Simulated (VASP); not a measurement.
# AlFe (Pm-3m) in VASP: a series of runs

Runs on AlFe. Level: PBE. Tasks: single point.

Everything below comes from runs of VASP 6.6.1. Logs are shortened: lines on timing, memory, paths and dates and some standing lists are left out, and cuts for length are marked.

## Step 1: The cell of the first run

The structure is cubic, space group Pm-3m (No. 221). The conventional cell has a = 3.004 Å, b = 3.004 Å, c = 3.004 Å, α = 90.00°, β = 90.00°, γ = 90.00°. Al (site symmetry m-3m) has 8 Fe at 2.60 Å and 6 Al at 3.00 Å within 3.4 Å. Fe (site symmetry m-3m) has 8 Al at 2.60 Å and 6 Fe at 3.00 Å within 3.4 Å.

## Step 2: Single point, PBE, collinear spin, ferromagnetic start (volume scaled by 1.1)

Contents of INCAR:

```
SYSTEM = AlFe
PREC = Accurate
ENCUT = 520
EDIFF = 1E-6
ISMEAR = -1
SIGMA = 0.1
LREAL = .False.
LASPH = .True.
NELM = 150
ALGO = Normal
ISIF = 2
LWAVE = .False.
LCHARG = .False.
ISPIN = 2
MAGMOM = 0 3
LORBIT = 11
LMAXMIX = 4
GGA = PE
NBANDS = 16
```

Contents of KPOINTS:

```
regular mesh
0
Gamma
  11 11 11
  0 0 0
```

Contents of POSCAR:

```
AlFe
1.0
    3.0039351360      0.0000000000      0.0000000000
    0.0000000000      3.0039351360      0.0000000000
    0.0000000000      0.0000000000      3.0039351360
Al Fe
1 1
Direct
    0.0000000000      0.0000000000      0.0000000000
    0.5000000000      0.5000000000      0.5000000000
```

Potentials or basis: VASP PAW PBE potentials, release 64 (Al, Fe).

On the command line:

```bash
cat potpaw_PBE.64/Al/POTCAR potpaw_PBE.64/Fe/POTCAR > POTCAR
mpirun -np 1 vasp_std > vasp.out
```

OUTCAR:

```text
SYSTEM = AlFe
   PREC = Accurate
   ENCUT = 520
   EDIFF = 1E-6
   ISMEAR = -1
   LREAL = .False.
   LASPH = .True.
   NELM = 150
   ISIF = 2
   ISPIN = 2
   LORBIT = 11
   GGA = PE

 ion  position               nearest neighbor table
   1  0.000  0.000  0.000-   2 2.60   2 2.60   2 2.60   2 2.60   2 2.60   2 2.60   2 2.60   2 2.60

   2  0.500  0.500  0.500-   1 2.60   1 2.60   1 2.60   1 2.60   1 2.60   1 2.60   1 2.60   1 2.60

  LATTYP: Found a simple cubic cell.
 ALAT       =     3.0039351360

  Lattice vectors:

 A1 = (   3.0039351360,   0.0000000000,   0.0000000000)
 A2 = (   0.0000000000,   3.0039351360,   0.0000000000)
 A3 = (   0.0000000000,   0.0000000000,   3.0039351360)

Analysis of symmetry for initial positions (statically):
=====================================================================
 Subroutine PRICEL returns:
 Original cell was already a primitive cell.

 Routine SETGRP: Setting up the symmetry group for a
 simple cubic supercell.

 Subroutine GETGRP returns: Found 48 space group operations
[... 9 lines left out ...]

 Routine SETGRP: Setting up the symmetry group for a
 simple cubic supercell.

 Subroutine GETGRP returns: Found 48 space group operations
 (whereof 48 operations were pure point group operations)
 out of a pool of 48 trial point group operations.

The dynamic configuration has the point symmetry O_h .

Analysis of structural, dynamic, and magnetic symmetry:
=====================================================================
 Subroutine PRICEL returns:
 Original cell was already a primitive cell.

 Routine SETGRP: Setting up the symmetry group for a
 simple cubic supercell.

 Subroutine GETGRP returns: Found 48 space group operations
 (whereof 48 operations were pure point group operations)
 out of a pool of 48 trial point group operations.

The overall configuration has the point symmetry O_h .

 Subroutine INISYM returns: Found 48 space group operations
[... 5 lines left out ...]
                                     Primitive cell

  volume of cell :      27.1064

  direct lattice vectors                    reciprocal lattice vectors
     3.003935136  0.000000000  0.000000000     0.332896669  0.000000000  0.000000000
     0.000000000  3.003935136  0.000000000     0.000000000  0.332896669  0.000000000
     0.000000000  0.000000000  3.003935136     0.000000000  0.000000000  0.332896669

  length of vectors
     3.003935136  3.003935136  3.003935136     0.332896669  0.332896669  0.332896669

  position of ions in fractional coordinates (direct lattice)
[... 8 lines left out ...]
----------------------------------------------------------------------------------------

 KPOINTS: regular mesh

Automatic generation of k-mesh.
 Grid dimensions read from file:
 generate k-points for:   11   11   11

 Generating k-lattice:

  Cartesian coordinates                     Fractional coordinates (reciprocal lattice)
     0.030263334  0.000000000  0.000000000     0.090909091  0.000000000  0.000000000
     0.000000000  0.030263334  0.000000000     0.000000000  0.090909091  0.000000000
     0.000000000  0.000000000  0.030263334     0.000000000  0.000000000  0.090909091

  Length of vectors
     0.030263334  0.030263334  0.030263334

  Shift w.r.t. Gamma in fractional coordinates (k-lattice)
     0.000000000  0.000000000  0.000000000

 Subroutine IBZKPT returns following result:
 ===========================================

 Found     56 irreducible k-points:

 Following reciprocal coordinates:
            Coordinates               Weight
  0.000000  0.000000  0.000000      1.000000
  0.090909  0.000000  0.000000      6.000000
  0.181818  0.000000  0.000000      6.000000
  0.272727  0.000000  0.000000      6.000000
  0.363636  0.000000  0.000000      6.000000
  0.454545  0.000000  0.000000      6.000000
[... 16 lines left out ...]
  0.181818  0.090909  0.090909     24.000000
  0.272727  0.090909  0.090909     24.000000
 [... further k-points ...]
   k-points           NKPTS =     56   k-points in BZ     NKDIM =     56   number of bands    NBANDS=     16
   number of dos      NEDOS =    301   number of ions     NIONS =      2
   total plane-waves  NPLWV =  13824
   dimension x,y,z NGX =    24 NGY =   24 NGZ =   24
   dimension x,y,z NGXF=    48 NGYF=   48 NGZF=   48
   ions per type =               1   1
   NGX,Y,Z   is equivalent  to a cutoff of  13.28, 13.28, 13.28 a.u.
   NGXF,Y,Z  is equivalent  to a cutoff of  26.56, 26.56, 26.56 a.u.
 SYSTEM =  AlFe
   PREC   = accura    normal or accurate (medium, high low for compatibility)
   ISTART =      0    job   : 0-new  1-cont  2-samecut
   ICHARG =      2    charge: 1-file 2-atom 10-const
   ISPIN  =      2    spin polarized calculation?
   LNONCOLLINEAR =      F non collinear calculations
   LSORBIT =      F    spin-orbit coupling
   LASPH  =      T    aspherical Exc in radial PAW
   ENCUT  =  520.0 eV  38.22 Ry    6.18 a.u.   5.59  5.59  5.59*2*pi/ulx,y,z
   NELM   =    150;   NELMIN=  2; NELMDL= -5     # of ELM steps
   EDIFF  = 0.1E-05   stopping-criterion for ELM
   LREAL  =      F    real-space projection
   EDIFFG = 0.1E-04   stopping-criterion for IOM
   NSW    =      0    number of steps for IOM
   IBRION =     -1    ionic relax: 0-MD 1-quasi-New 2-CG
   NFREE  =      0    steps in history (QN), initial steepest desc. (CG)
   ISIF   =      2    stress and relaxation
   ISYM   =      2    0-nonsym 1-usesym 2-fastsym
   POTIM  = 0.5000    time-step for ionic-motion
   TEBEG  =    0.0;   TEEND  =   0.0 temperature during run
   PSTRESS=    0.0 pullay stress
   NELECT =      11.0000    total number of electrons
   NUPDOWN=      -1.0000    fix difference up-down
   EMIN   =  10.00;   EMAX   =-10.00  energy-range for DOS
   EFERMI =   0.00;   METHOD = LEGACY
   ISMEAR =    -1;   SIGMA  =   0.10  broadening in eV -4-tet -1-fermi 0-gaus
   EFERMI_NEDOS =   21; number of points for ismear=-14 and -15
   IALGO  =     38    algorithm
   IMIX   =      4    mixing-type and parameters
     AMIX     =   0.40;   BMIX     =  1.00
     AMIX_MAG =   1.60;   BMIX_MAG =  1.00
  volume/ion in A,a.u.               =      13.55        91.46
  Fermi-wavevector in a.u.,A,eV,Ry     =   1.212035  2.290414 19.987352  1.469029
  Thomas-Fermi vector in A             =   2.347532
   LORBIT       =     11    0 simple, 1 ext, 2 COOP (PROOUT), +10 PAW based schemes
   GGA     = PE    functional components
   LHFCALC =     F    Hartree Fock is set to
   AEXX    =    0.0000 exact exchange contribution
   IVDW    =     0    specifies the selected vdW correction
   LEPSILON=     F    determine dielectric tensor
   LRPA    =     F    only Hartree local field effects (RPA)
 spin polarized calculation
  energy-cutoff  :      520.00
  volume of cell :       27.11
 maximum number of plane-waves:       740
 NGX is ok and might be reduce to    24
   NGX = 11   NGY = 11   NGZ = 11

 number of electron      11.0000003 magnetization       0.8086253

 Free energy of the ion-electron system (eV)
  ---------------------------------------------------
  ext. energy  EPLUGINS =         0.00000000
  ---------------------------------------------------
  free energy    TOTEN  =       -12.48516206 eV

  energy without entropy =      -12.39663555  energy(sigma->0) =      -12.44089881

 E-fermi :   6.8304     XC(G=0): -11.5323

 val. band max:        6.8300144856   @ k =   0.2727   0.2727   0.0000
 cond. band min:       6.8320295898   @ k =   0.4545   0.3636   0.2727
 fundamental gap:      0.0020151042
 Fermi energy:         6.8304240651

 spin component 1

 k-point     1 :       0.0000    0.0000    0.0000
  band No.  band energies     occupation
      1      -2.9489      1.00000
      2       4.5599      1.00000
      3       4.5599      1.00000
      4       6.2421      0.99722
      5       6.2421      0.99722
      6       6.2421      0.99722
[... 8 lines left out ...]
     15      26.8546      0.00000
     16      28.9272      0.00000

 k-point     2 :       0.0909    0.0000    0.0000
  band No.  band energies     occupation
      1      -2.8081      1.00000
      2       4.5431      1.00000
      3       4.5963      1.00000
      4       6.1680      0.99867
      5       6.1681      0.99867
      6       6.2496      0.99701
[... 8 lines left out ...]
     15      26.8567      0.00000
     16      27.2989      0.00000
[... 387 lines left out ...]
      5       5.9190      0.99989
      6       6.1334      0.99906
[... 8 lines left out ...]
     15      24.2589      0.00000
     16      27.2502      0.00000

 k-point    24 :       0.2727    0.0909    0.0909
  band No.  band energies     occupation
      1      -1.4391      1.00000
      2       4.0776      1.00000
      3       4.8357      1.00000
      4       5.6810      0.99999
      5       5.7185      0.99999
      6       6.1653      0.99871
[... 8 lines left out ...]
     15      24.8968      0.00000
     16      25.5505      0.00000

 [... further k-points ...]

 spin component 2

 k-point     1 :       0.0000    0.0000    0.0000
  band No.  band energies     occupation
      1      -2.9688      1.00000
      2       5.0531      1.00000
      3       5.0531      1.00000
      4       7.1972      0.02491
      5       7.1972      0.02491
      6       7.1972      0.02491
[... 8 lines left out ...]
     15      26.8676      0.00000
     16      28.8738      0.00000

 k-point     2 :       0.0909    0.0000    0.0000
  band No.  band energies     occupation
      1      -2.8283      1.00000
      2       5.0159      1.00000
      3       5.0947      1.00000
      4       7.1068      0.05931
      5       7.1068      0.05931
      6       7.2058      0.02290
[... 8 lines left out ...]
     15      26.8635      0.00000
     16      27.2930      0.00000
[... 387 lines left out ...]
      5       6.8046      0.56409
      6       7.0649      0.08748
[... 8 lines left out ...]
     15      24.2897      0.00000
     16      27.2563      0.00000

 k-point    24 :       0.2727    0.0909    0.0909
  band No.  band energies     occupation
      1      -1.4602      1.00000
      2       4.3334      1.00000
      3       5.3552      1.00000
      4       6.5218      0.95634
      5       6.5457      0.94519
      6       7.1027      0.06166
[... 8 lines left out ...]
     15      24.9441      0.00000
     16      25.5890      0.00000

 [... further k-points ...]
[... 5 lines left out ...]
  --------------------------------------------------------------------------------------
  -------------------------------------------------------------------------------------
  Total       -2.8852267     -2.8852267     -2.8852267     -0.0000000     -0.0000000     -0.0000000
  in kB     -170.5370998   -170.5370998   -170.5370998     -0.0000000     -0.0000000     -0.0000000
  external PRESSURE =    -170.5370998 kB  Pullay stress =       0.0000000 kB

 VOLUME and BASIS-vectors are now :
 -----------------------------------------------------------------------------
  energy-cutoff  :      520.00
  volume of cell :       27.11
      direct lattice vectors                 reciprocal lattice vectors
     3.003935136  0.000000000  0.000000000     0.332896669  0.000000000  0.000000000
     0.000000000  3.003935136  0.000000000     0.000000000  0.332896669  0.000000000
     0.000000000  0.000000000  3.003935136     0.000000000  0.000000000  0.332896669

 POSITION                                       TOTAL-FORCE (eV/Angst)
 -----------------------------------------------------------------------------------
      0.00000      0.00000      0.00000         0.000000      0.000000      0.000000
      1.50197      1.50197      1.50197         0.000000      0.000000      0.000000
 -----------------------------------------------------------------------------------
    total drift:                                0.000000     -0.000000     -0.000000

  FREE ENERGIE OF THE ION-ELECTRON SYSTEM (eV)
  ---------------------------------------------------
  free  energy   TOTEN  =       -12.4851620618 eV

  energy  without entropy=      -12.3966355532  energy(sigma->0) =      -12.44089881

 total charge

# of ion       s       p       d       tot
------------------------------------------
    1        0.387   0.382   0.000   0.768
    2        0.383   0.409   6.380   7.173
--------------------------------------------------
tot          0.770   0.791   6.380   7.941

 magnetization (x)

# of ion       s       p       d       tot
------------------------------------------
    1       -0.010  -0.021   0.000  -0.031
    2       -0.000   0.004   0.876   0.879
--------------------------------------------------
tot         -0.011  -0.016   0.876   0.849
```

It took 18 s on 1 thread of Intel Xeon Platinum 8559C (Emerald Rapids), shared host; peak memory 0.17 GiB.

Results:

| Quantity | Value |
| --- | --- |
| Free energy | -12.4852 eV |
| Pressure | -17.1 GPa |
| Net moment | 0.81 μB per cell |
| Site moments | Al -0.03; Fe +0.88 μB |
| Valence electrons inside the program's atomic spheres | Al 0.77; Fe 7.17 |

Levels at points of the mesh, in eV from the Fermi level:
Spin up:
```csv
k point,band 4,band 5,band 6,band 7,band 8,band 9
"(0.00, 0.00, 0.00)",-0.59,-0.59,-0.59,5.52,5.52,5.52
```
Spin down:
| k point | band 2 | band 3 | band 4 | band 5 | band 6 | band 7 | band 8 | band 9 |
| --- | --- | --- | --- | --- | --- | --- | --- | --- |
| (0.00, 0.00, 0.00) | -1.78 | -1.78 | 0.37 | 0.37 | 0.37 | 5.52 | 5.52 | 5.52 |

(Part 1 of 2 ends here.)
